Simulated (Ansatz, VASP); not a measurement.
SiO2: VASP beside Ansatz

POSCAR

```
SiO2
1.0
    2.6702804455     -0.0000000026      0.0000000000
   -1.3351402205      2.3125307023      0.0000000000
    0.0000000000      0.0000000000      4.5434558178
Si O
1 2
Direct
    0.0000000000      0.0000000000      0.0000000000
    0.6666666667      0.3333333333      0.8012945657
    0.3333333333      0.6666666667      0.1987054343
```

Contents of INCAR.step1:

```
SYSTEM = SiO2
PREC     = Accurate       ! precision mode
ENCUT    = 520            ! plane-wave cutoff, eV
ISMEAR   = -1             ! smearing method
SIGMA    = 0.03           ! smearing width, eV
LREAL    = .FALSE.        ! projectors in reciprocal space
LASPH    = .TRUE.         ! aspherical terms in the spheres
NELM     = 60             ! most SCF steps
NBANDS   = 15             ! bands
GGA      = PE             ! functional
ALGO     = Normal         ! electronic algorithm
EDIFF    = 1E-4           ! SCF threshold, eV
LWAVE    = .TRUE.         ! write WAVECAR
LCHARG   = .FALSE.        ! write CHGCAR
```

File INCAR.step2:

```
SYSTEM = SiO2
PREC     = Accurate       ! precision mode
ENCUT    = 520            ! plane-wave cutoff, eV
EDIFF    = 1E-6           ! SCF threshold, eV
ISMEAR   = -1             ! smearing method
SIGMA    = 0.03           ! smearing width, eV
LREAL    = .FALSE.        ! projectors in reciprocal space
LASPH    = .TRUE.         ! aspherical terms in the spheres
NELM     = 60             ! most SCF steps
ALGO     = Normal         ! electronic algorithm
ISIF     = 2              ! what is computed and relaxed
LWAVE    = .FALSE.        ! write WAVECAR
LCHARG   = .FALSE.        ! write CHGCAR
METAGGA  = R2SCAN         ! meta-GGA
LMIXTAU  = .TRUE.       
LUSE_VDW = .TRUE.       
IVDW_NL  = 2            
BPARAM   = 11.95        
CPARAM   = 0.0093       
NBANDS   = 15             ! bands
ISTART   = 1
```

KPOINTS

```
regular mesh
0
G
  12 12 6
  0 0 0
```

Input for Ansatz:

```yaml
crystal:
  lattice:
    - [2.6702804455, -2.6e-09, 0.0]
    - [-1.3351402205, 2.3125307023, 0.0]
    - [0.0, 0.0, 4.5434558178]
  atoms:
    - { symbol: Si, position: [0.0, 0.0, 0.0] }
    - { symbol: O, position: [0.6666666667, 0.3333333333, 0.8012945657] }
    - { symbol: O, position: [0.3333333333, 0.6666666667, 0.1987054343] }
kpoints:
  mp_grid: { grid: [12, 12, 6] }
  band_path:
    path:
      - [0.0, 0.0, 0.0]
      - [0.5, 0.0, 0.0]
      - [0.3333333333, 0.3333333333, 0.0]
      - [0.0, 0.0, 0.5]
      - [0.5, 0.0, 0.5]
      - [0.3333333333, 0.3333333333, 0.5]
    npoints: 1
hamiltonian:
  xc: r2scan
  dispersion: rvv10
scf:
  occupations: { method: fermi_dirac, width: 0.03 }
  n_extra_bands: 4
output:
  forces: true
  stress: true
  eigenvalues: true
```

Alike in both runs: task single point; functional r2SCAN; dispersion rVV10; k mesh 12 × 12 × 6; occupations fermi-dirac, width 0.03 eV; no spin polarisation.

|  | VASP | Ansatz |
| --- | --- | --- |
| version | VASP 6.6.1 | Ansatz 0.2.0 |
| potentials or method | VASP PAW PBE potentials, release 64 (Si, O) | plane waves, PAW |
| plane-wave cutoff (eV) | 520 | 500 |
| valence electrons in the cell | 16 | 16 |

|  | VASP | Ansatz | Ansatz less VASP |
| --- | --- | --- | --- |
| gap on the k mesh at the Fermi level (eV) | 7.20 | 7.22 | +0.015 |
| pressure (GPa) | 0.8 | 0.0 | -0.83 |
| traceless stress, the component that is largest in VASP (GPa) | -1.05 | 0.00 | +1.048 |
| rms of the force components (eV/Å) | 0.009 | 0.000 | -0.0089 |

VASP's potentials were made for PBE, not for r2SCAN. Atom by atom the forces differ by 0.009 eV/Å (rms over components).
